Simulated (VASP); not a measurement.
Crystal: KI.

```xyz
10
Lattice="5.0748 0.0000 0.0000 -2.5374 4.3949 0.0000 0.0000 0.0000 20.7177" Properties=species:S:1:pos:R:3 pbc="T T T"
K     0.0000    0.0000    0.0000
K     0.0000    2.9299    4.1435
K     2.5374    1.4650    8.2871
K     0.0000    0.0000   12.4306
K     2.5374    1.4650   16.5741
I     2.5374    1.4650    2.0718
I     0.0000    0.0000    6.2153
I     0.0000    2.9299   10.3588
I     0.0000    2.9299   14.5024
I     0.0000    2.9299   18.6459
```

```yaml
Program: VASP 6.6.1
Task: relaxation of cell and atoms
Functional: PBE
Potentials_or_basis: VASP PAW PBE potentials, release 64 (K_sv, I)
Cutoff: 600 eV
k_mesh: 6 × 6 × 2
Occupations: gaussian, width 0.02 eV
Spin: no spin polarisation
```

At the start: pressure 0.2 GPa; volume 46.21 Å³/atom.

Q: Where does the relaxation end?

A: Over 13 steps the energy falls by 4.9 meV/atom and the volume is 46.74 Å³/atom (+1.2 %); space group P-3m1 (No. 164, to 0.05 Å).

The path:
| step | energy change (eV) | largest force (eV/Å) | pressure (GPa) | volume (Å³) |
| --- | --- | --- | --- | --- |
| 1 | 0.0000 | 0.1561 | 0.17 | 462.07 |
| 2 | -0.0151 | 0.1275 | 0.08 | 465.35 |
| 3 | -0.0346 | 0.0531 | -0.16 | 475.14 |
| 4 | -0.0404 | 0.0396 | -0.09 | 471.17 |
| 5 | -0.0431 | 0.0370 | 0.01 | 466.43 |
| 6 | -0.0432 | 0.0366 | 0.02 | 465.99 |
| 7 | -0.0438 | 0.0322 | 0.01 | 466.19 |
| 8 | -0.0454 | 0.0238 | -0.01 | 466.78 |
| 9 | -0.0468 | 0.0283 | -0.04 | 467.97 |
| 10 | -0.0475 | 0.0269 | -0.01 | 467.08 |
| 11 | -0.0482 | 0.0228 | 0.04 | 465.03 |
| 12 | -0.0488 | 0.0165 | 0.02 | 465.95 |
| 13 | -0.0491 | 0.0078 | -0.01 | 467.41 |

Final structure:
```
CELL_PARAMETERS angstrom
5.02040 0.00000 0.00000
-2.51020 4.34780 0.00000
0.00000 0.00000 21.41359
ATOMIC_POSITIONS crystal
K 0.00000 0.00000 0.00334
K 0.33333 0.66667 0.20000
K 0.66667 0.33333 0.39666
K 0.00000 0.00000 0.59711
K 0.66667 0.33333 0.80289
I 0.66667 0.33333 0.10154
I 0.00000 0.00000 0.29846
I 0.33333 0.66667 0.49480
I 0.33333 0.66667 0.70000
I 0.33333 0.66667 0.90520
```
